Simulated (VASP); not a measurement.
# Pt (I4/mmm) in VASP: a series of runs

The runs below take Pt through single point, with r2SCAN.

All numbers are computed with VASP 6.6.1; they aren't measurements. Logs are shortened: lines on timing, memory, paths and dates and some standing lists are left out, and cuts for length are marked.

## (1) The cell of the first run

Symmetry: I4/mmm, No. 139, tetragonal system. Conventional cell: a = 2.833 Å, b = 2.833 Å, c = 3.845 Å, α = 90.00°, β = 90.00°, γ = 90.00°. Pt (site symmetry 4/mmm) has 12 Pt at 2.78 to 2.83 Å within 3.7 Å.

## (2) Single point, r2SCAN

File POSCAR:

```
Pt
1.0
    4.0065530061      0.0000000000      0.0000000001
    0.0000000000      4.0065530061      0.0000000000
   -2.0032765031      0.0000000000      1.9226189750
Pt
2
Direct
    0.0000000000      0.0000000000      0.0000000000
    0.5000000000      0.5000000000      0.0000000000
```

File INCAR.step1:

```
SYSTEM = Pt
  PREC = Accurate
  ENCUT = 520
  ISMEAR = 0
  SIGMA = 0.1
  LREAL = .FALSE.
  LASPH = .TRUE.
  NELM = 100
  NBANDS = 17
  GGA = PE
  ALGO = Normal
  EDIFF = 1E-4
  LWAVE = .TRUE.
  LCHARG = .FALSE.
```

File INCAR.step2:

```
SYSTEM = Pt
  PREC = Accurate
  ENCUT = 520
  EDIFF = 1E-6
  ISMEAR = 0
  SIGMA = 0.1
  LREAL = .FALSE.
  LASPH = .TRUE.
  NELM = 100
  ALGO = Normal
  ISIF = 2
  LWAVE = .FALSE.
  LCHARG = .FALSE.
  METAGGA = R2SCAN
  LMIXTAU = .TRUE.
  NBANDS = 17
  ISTART = 1
```

File KPOINTS:

```
regular mesh
0
G
  9 9 18
  0 0 0
```

Potentials or basis: VASP PAW PBE potentials, release 64 (Pt).

Started as:

```console
$ cat potpaw_PBE.64/Pt/POTCAR > POTCAR
$ cp INCAR.step1 INCAR
$ mpirun -np 1 vasp_std > vasp.out
$ cp INCAR.step2 INCAR
$ mpirun -np 1 vasp_std > vasp.out
```

OUTCAR:

```text
SYSTEM = Pt
   PREC = Accurate
   ENCUT = 520
   EDIFF = 1E-6
   ISMEAR = 0
   LREAL = .FALSE.
   LASPH = .TRUE.
   NELM = 100
   ISIF = 2
   METAGGA = R2SCAN
   ISTART = 1

 ion  position               nearest neighbor table
   1  0.000  0.000  0.000-   2 2.78   2 2.78   2 2.78   2 2.78   2 2.83   2 2.83   2 2.83   2 2.83

   2  0.500  0.500  0.000-   1 2.78   1 2.78   1 2.78   1 2.78   1 2.83   1 2.83   1 2.83   1 2.83

  LATTYP: Found a base centered orthorhombic cell.
 ALAT       =     3.8452379501
 B/A-ratio  =     1.0419519047
 C/A-ratio  =     1.0419519047

  Lattice vectors:

 A1 = (  -2.0032765031,   0.0000000000,   1.9226189750)
 A2 = (   2.0032765030,   0.0000000000,   1.9226189751)
 A3 = (   0.0000000000,   4.0065530061,   0.0000000000)

Analysis of symmetry for initial positions (statically):
=====================================================================
 Subroutine PRICEL returns following result:

  LATTYP: Found a body centered tetragonal cell.
 ALAT       =     2.8330607998
 C/A-ratio  =     1.3572733597

  Lattice vectors:

 A1 = (   0.0000000000,   2.0032765030,  -1.9226189751)
 A2 = (   0.0000000000,  -2.0032765030,  -1.9226189751)
 A3 = (  -2.0032765031,   0.0000000000,   1.9226189750)

   2 primitive cells build up your supercell.

 Routine SETGRP: Setting up the symmetry group for a
 base centered orthorhombic supercell.

 Subroutine GETGRP returns: Found  8 space group operations
 (whereof  8 operations were pure point group operations)
 out of a pool of  8 trial point group operations.

The static configuration has the point symmetry D_2h.

Analysis of symmetry for dynamics (positions and initial velocities):
=====================================================================
 Subroutine PRICEL returns following result:

  LATTYP: Found a body centered tetragonal cell.
 ALAT       =     2.8330607998
 C/A-ratio  =     1.3572733597

  Lattice vectors:

 A1 = (   0.0000000000,   2.0032765030,  -1.9226189751)
 A2 = (   0.0000000000,  -2.0032765030,  -1.9226189751)
 A3 = (  -2.0032765031,   0.0000000000,   1.9226189750)

   2 primitive cells build up your supercell.

 Routine SETGRP: Setting up the symmetry group for a
 base centered orthorhombic supercell.

 Subroutine GETGRP returns: Found  8 space group operations
 (whereof  8 operations were pure point group operations)
 out of a pool of  8 trial point group operations.

The dynamic configuration has the point symmetry D_2h.

 Subroutine INISYM returns: Found  8 space group operations
 (whereof  8 operations are pure point group operations),
 and found     2 'primitive' translations

----------------------------------------------------------------------------------------

                                     Primitive cell

  volume of cell :      15.4314

  direct lattice vectors                    reciprocal lattice vectors
     0.000000000  2.003276503 -1.922618975    -0.249591107  0.249591107 -0.260061929
     0.000000000 -2.003276503 -1.922618975    -0.249591107 -0.249591107 -0.260061929
    -2.003276503  0.000000000  1.922618975    -0.499182214  0.000000000 -0.000000000

  length of vectors
     2.776613129  2.776613129  2.776613129     0.438433174  0.438433174  0.499182214

  position of ions in fractional coordinates (direct lattice)
     0.000000000  0.000000000  0.000000000

  ion indices of the primitive-cell ions
   primitive index   ion index
                 1           1

----------------------------------------------------------------------------------------

 KPOINTS: regular mesh

Automatic generation of k-mesh.
 Grid dimensions read from file:
 generate k-points for:    9    9   18

 Generating k-lattice:

  Cartesian coordinates                     Fractional coordinates (reciprocal lattice)
     0.027732345  0.000000000  0.028895770     0.111111111  0.000000000  0.000000000
     0.000000000  0.027732345  0.000000000     0.000000000  0.111111111  0.000000000
    -0.000000000  0.000000000  0.028895770    -0.000000000  0.000000000  0.055555556

  Length of vectors
     0.040050574  0.027732345  0.028895770

  Shift w.r.t. Gamma in fractional coordinates (k-lattice)
     0.000000000  0.000000000  0.000000000

 Subroutine IBZKPT returns following result:
 ===========================================

 Found    250 irreducible k-points:

 Following reciprocal coordinates:
            Coordinates               Weight
  0.000000  0.000000  0.000000      1.000000
  0.111111  0.000000  0.000000      4.000000
  0.222222  0.000000  0.000000      4.000000
  0.333333  0.000000  0.000000      4.000000
  0.444444  0.000000  0.000000      4.000000
  0.000000  0.111111  0.000000      2.000000
[... 16 lines left out ...]
  0.222222  0.444444  0.000000      8.000000
  0.333333  0.444444  0.000000      8.000000
 [... further k-points ...]
   k-points           NKPTS =    250   k-points in BZ     NKDIM =    250   number of bands    NBANDS=     17
   number of dos      NEDOS =    301   number of ions     NIONS =      2
   total plane-waves  NPLWV =  21600
   dimension x,y,z NGX =    30 NGY =   30 NGZ =   24
   dimension x,y,z NGXF=    60 NGYF=   60 NGZF=   48
   ions per type =               2
   NGX,Y,Z   is equivalent  to a cutoff of  12.45, 12.45, 14.37 a.u.
   NGXF,Y,Z  is equivalent  to a cutoff of  24.90, 24.90, 28.74 a.u.
 SYSTEM =  Pt
   PREC   = accura    normal or accurate (medium, high low for compatibility)
   ISTART =      1    job   : 0-new  1-cont  2-samecut
   ICHARG =      0    charge: 1-file 2-atom 10-const
   ISPIN  =      1    spin polarized calculation?
   LNONCOLLINEAR =      F non collinear calculations
   LSORBIT =      F    spin-orbit coupling
   LASPH  =      T    aspherical Exc in radial PAW
   ENCUT  =  520.0 eV  38.22 Ry    6.18 a.u.   7.45  7.45  5.16*2*pi/ulx,y,z
   NELM   =    100;   NELMIN=  2; NELMDL=  0     # of ELM steps
   EDIFF  = 0.1E-05   stopping-criterion for ELM
   LREAL  =      F    real-space projection
   EDIFFG = 0.1E-04   stopping-criterion for IOM
   NSW    =      0    number of steps for IOM
   IBRION =     -1    ionic relax: 0-MD 1-quasi-New 2-CG
   NFREE  =      0    steps in history (QN), initial steepest desc. (CG)
   ISIF   =      2    stress and relaxation
   ISYM   =      2    0-nonsym 1-usesym 2-fastsym
   POTIM  = 0.5000    time-step for ionic-motion
   TEBEG  =    0.0;   TEEND  =   0.0 temperature during run
   PSTRESS=    0.0 pullay stress
   NELECT =      20.0000    total number of electrons
   NUPDOWN=      -1.0000    fix difference up-down
   EMIN   =  10.00;   EMAX   =-10.00  energy-range for DOS
   EFERMI =   0.00;   METHOD = LEGACY
   ISMEAR =     0;   SIGMA  =   0.10  broadening in eV -4-tet -1-fermi 0-gaus
   EFERMI_NEDOS =   21; number of points for ismear=-14 and -15
   IALGO  =     38    algorithm
   IMIX   =      4    mixing-type and parameters
     AMIX     =   0.40;   BMIX     =  1.00
     AMIX_MAG =   1.60;   BMIX_MAG =  1.00
  volume/ion in A,a.u.               =      15.43       104.14
  Fermi-wavevector in a.u.,A,eV,Ry     =   1.416685  2.677146 27.306827  2.006995
  Thomas-Fermi vector in A             =   2.537993
   LORBIT       =      0    0 simple, 1 ext, 2 COOP (PROOUT), +10 PAW based schemes
   METAGGA = R2SCAN    functional components
   LHFCALC =     F    Hartree Fock is set to
   AEXX    =    0.0000 exact exchange contribution
   IVDW    =     0    specifies the selected vdW correction
   LEPSILON=     F    determine dielectric tensor
   LRPA    =     F    only Hartree local field effects (RPA)
 non-spin polarized calculation
 Gauss-broadening in eV      SIGMA  =   0.10
  energy-cutoff  :      520.00
  volume of cell :       30.86
 maximum number of plane-waves:       857
 NGX is ok and might be reduce to    30
   NGX = 15   NGY = 15   NGZ = 11

 number of electron      20.0000003 magnetization

 Free energy of the ion-electron system (eV)
  ---------------------------------------------------
  ext. energy  EPLUGINS =         0.00000000
  ---------------------------------------------------
  free energy    TOTEN  =      -102.99900601 eV

  energy without entropy =     -102.98048836  energy(sigma->0) =     -102.98974719

 E-fermi :  10.5685     XC(G=0): -14.4716

 val. band max:       10.5611801663   @ k =   0.1111   0.2222   0.0556
 cond. band min:      10.5799260528   @ k =   0.2222   0.3333   0.2778
 fundamental gap:      0.0187458864
 Fermi energy:        10.5685047281

 k-point     1 :       0.0000    0.0000    0.0000
  band No.  band energies     occupation
      1       0.3501      2.00000
      2       3.5186      2.00000
      3       3.9792      2.00000
      4       6.6645      2.00000
      5       6.6645      2.00000
      6       7.1206      2.00000
[... 9 lines left out ...]
     16      26.1548      0.00000
     17      30.8165      0.00000

 k-point     2 :       0.1111    0.0000    0.0000
  band No.  band energies     occupation
      1       0.6899      2.00000
      2       3.7450      2.00000
      3       4.2095      2.00000
      4       6.6056      2.00000
      5       6.8300      2.00000
      6       7.1221      2.00000
[... 9 lines left out ...]
     16      26.6518      0.00000
     17      29.8428      0.00000

 k-point     3 :       0.2222    0.0000    0.0000
  band No.  band energies     occupation
      1       1.6370      2.00000
      2       4.1990      2.00000
      3       4.9525      2.00000
      4       6.2872      2.00000
      5       7.1025      2.00000
      6       7.3810      2.00000
[... 9 lines left out ...]
     16      27.5763      0.00000
     17      27.7356      0.00000

 k-point     4 :       0.3333    0.0000    0.0000
  band No.  band energies     occupation
      1       2.9735      2.00000
      2       4.7116      2.00000
      3       5.8036      2.00000
      4       5.9348      2.00000
      5       6.8121      2.00000
      6       7.0074      2.00000
[... 9 lines left out ...]
     16      27.4878      0.00000
     17      28.0939      0.00000
[... 343 lines left out ...]
      1       2.8905      2.00000
      2       3.6669      2.00000
      3       5.1232      2.00000
      4       5.5364      2.00000
      5       7.0420      2.00000
      6       7.1123      2.00000
[... 9 lines left out ...]
     16      28.2269      0.00000
     17      29.0234      0.00000

 k-point    23 :       0.2222    0.4444    0.0000
  band No.  band energies     occupation
      1       3.2563      2.00000
      2       3.8479      2.00000
      3       5.9688      2.00000
      4       6.2103      2.00000
      5       6.5589      2.00000
      6       6.7690      2.00000
[... 9 lines left out ...]
     16      27.8308      0.00000
     17      28.8937      0.00000

 k-point    24 :       0.3333    0.4444    0.0000
  band No.  band energies     occupation
      1       3.3066      2.00000
      2       3.6234      2.00000
      3       6.3837      2.00000
      4       6.6162      2.00000
      5       7.1699      2.00000
      6       7.2774      2.00000
[... 9 lines left out ...]
     16      26.5837      0.00000
     17      29.6654      0.00000

 [... further k-points ...]

------------------------ aborting loop because EDIFF is reached ----------------------------------------

  FORCE on cell =-STRESS in cart. coord.  units (eV):
  Direction    XX          YY          ZZ          XY          YZ          ZX
  --------------------------------------------------------------------------------------
  -------------------------------------------------------------------------------------
  Total       -0.5284364     -0.5285344      0.1306769      0.0000000      0.0000000     -0.0000000
  in kB      -27.4326854    -27.4377698      6.7838196      0.0000000      0.0000000     -0.0000000
  external PRESSURE =     -16.0288785 kB  Pullay stress =       0.0000000 kB

 VOLUME and BASIS-vectors are now :
 -----------------------------------------------------------------------------
  energy-cutoff  :      520.00
  volume of cell :       30.86
      direct lattice vectors                 reciprocal lattice vectors
     4.006553006  0.000000000  0.000000000     0.249591107  0.000000000  0.260061929
     0.000000000  4.006553006  0.000000000     0.000000000  0.249591107  0.000000000
    -2.003276503  0.000000000  1.922618975    -0.000000000  0.000000000  0.520123859

 POSITION                                       TOTAL-FORCE (eV/Angst)
 -----------------------------------------------------------------------------------
      0.00000      0.00000      0.00000         0.000000      0.000000      0.000000
      2.00328      2.00328      0.00000        -0.000000     -0.000000     -0.000000
 -----------------------------------------------------------------------------------
    total drift:                                0.000000      0.000000     -0.000000

  FREE ENERGIE OF THE ION-ELECTRON SYSTEM (eV)
  ---------------------------------------------------
  free  energy   TOTEN  =      -102.9990060109 eV

  energy  without entropy=     -102.9804883591  energy(sigma->0) =     -102.98974719
```

Wall time 16 min (1 thread of AMD EPYC, shared host); peak memory 0.22 GiB.

What came out:

| Item | Value |
| --- | --- |
| Free energy | -102.9990 eV |
| Pressure | -1.6 GPa |
| Band gap on the k mesh | zero (band 10 reaches 11.26 eV, above the bottom of band 11 at 9.56 eV) |

Caveat: the PAW data sets were made with another functional, which shifts forces and pressure a little; spin-orbit coupling is left out, which moves the levels of the heavy elements.

[end of part 1 of 2]
